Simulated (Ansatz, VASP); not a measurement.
# Si3N4: VASP beside Ansatz

Contents of INCAR:

```
SYSTEM = Si3N4
ALGO     = Normal         ! electronic algorithm
EDIFF    = 1E-7           ! SCF threshold, eV
EDIFFG   = -0.02          ! ionic threshold
ENCUT    = 520            ! plane-wave cutoff, eV
GGA      = PE             ! functional
IBRION   = 2              ! ionic algorithm
ISIF     = 2              ! what is computed and relaxed
ISMEAR   = -1             ! smearing method
LASPH    = .TRUE.         ! aspherical terms in the spheres
LCHARG   = .FALSE.        ! write CHGCAR
LREAL    = .FALSE.        ! projectors in reciprocal space
LWAVE    = .FALSE.        ! write WAVECAR
NELM     = 60             ! most SCF steps
NSW      = 80             ! ionic steps
PREC     = Accurate       ! precision mode
SIGMA    = 0.02           ! smearing width, eV
```

The input KPOINTS:

```
k-points
0
G
  4 4 9
  0 0 0
```

File POSCAR:

```
Si3N4
1.0
    7.6170000000      0.0000000000      0.0000000000
   -3.8085000000      6.5965155006      0.0000000000
    0.0000000000      0.0000000000      2.9716680000
Si N
6 8
Direct
    0.1740483637      0.7679428862      0.2500000000
    0.4061054775      0.1740483637      0.7500000000
    0.2320571138      0.4061054775      0.2500000000
    0.8259516363      0.2320571138      0.7500000000
    0.5938945225      0.8259516363      0.2500000000
    0.7679428862      0.5938945225      0.7500000000
    0.3333333333      0.6666666667      0.2500000000
    0.6666666667      0.3333333333      0.7500000000
    0.3297879500      0.0300001254      0.2500000000
    0.2997878246      0.3297879500      0.7500000000
    0.9699998746      0.2997878246      0.2500000000
    0.6702120500      0.9699998746      0.7500000000
    0.7002121754      0.6702120500      0.2500000000
    0.0300001254      0.7002121754      0.7500000000
```

Input for Ansatz:

```yaml
crystal:
  lattice:
    - [7.617, 0.0, 0.0]
    - [-3.8085, 6.5965155006, 0.0]
    - [0.0, 0.0, 2.971668]
  atoms:
    - { symbol: Si, position: [0.1740483637, 0.7679428862, 0.25] }
    - { symbol: Si, position: [0.4061054775, 0.1740483637, 0.75] }
    - { symbol: Si, position: [0.2320571138, 0.4061054775, 0.25] }
    - { symbol: Si, position: [0.8259516363, 0.2320571138, 0.75] }
    - { symbol: Si, position: [0.5938945225, 0.8259516363, 0.25] }
    - { symbol: Si, position: [0.7679428862, 0.5938945225, 0.75] }
    - { symbol: "N", position: [0.3333333333, 0.6666666667, 0.25] }
    - { symbol: "N", position: [0.6666666667, 0.3333333333, 0.75] }
    - { symbol: "N", position: [0.32978795, 0.0300001254, 0.25] }
    - { symbol: "N", position: [0.2997878246, 0.32978795, 0.75] }
    - { symbol: "N", position: [0.9699998746, 0.2997878246, 0.25] }
    - { symbol: "N", position: [0.67021205, 0.9699998746, 0.75] }
    - { symbol: "N", position: [0.7002121754, 0.67021205, 0.25] }
    - { symbol: "N", position: [0.0300001254, 0.7002121754, 0.75] }
kpoints:
  mp_grid: { grid: [4, 4, 9] }
scf:
  occupations: { method: fermi_dirac, width: 0.02 }
hamiltonian:
  xc: pbe
  pseudopotentials: { kind: paw, frozen_core: stored }
output:
  forces: true
  stress: true
  populations: true
  efg: { quadrupole_moments_barn: { "N": 0.02044 } }
relax:
  f_tol: 0.02
  max_steps: 60
```

Change from the starting cell: z stretched by +2 %, ions relaxed.

Alike in both runs: task relaxation of the atoms; functional PBE; k mesh 4 × 4 × 9; occupations fermi-dirac, width 0.02 eV; no spin polarisation.

```csv
,VASP,Ansatz
version,VASP 6.6.1,Ansatz 0.2.0
potentials or method,"VASP PAW PBE potentials, release 64 (Si, N)","plane-wave PAW, scalar-relativistic"
plane-wave cutoff (eV),520,420
valence electrons in the cell,64,64
```

|  | VASP | Ansatz | Ansatz less VASP |
| --- | --- | --- | --- |
| gap on the k mesh at the Fermi level, each at its own relaxed structure (eV) | 3.90 | 3.92 | +0.014 |

Ansatz's warnings: stress scf threshold loose.
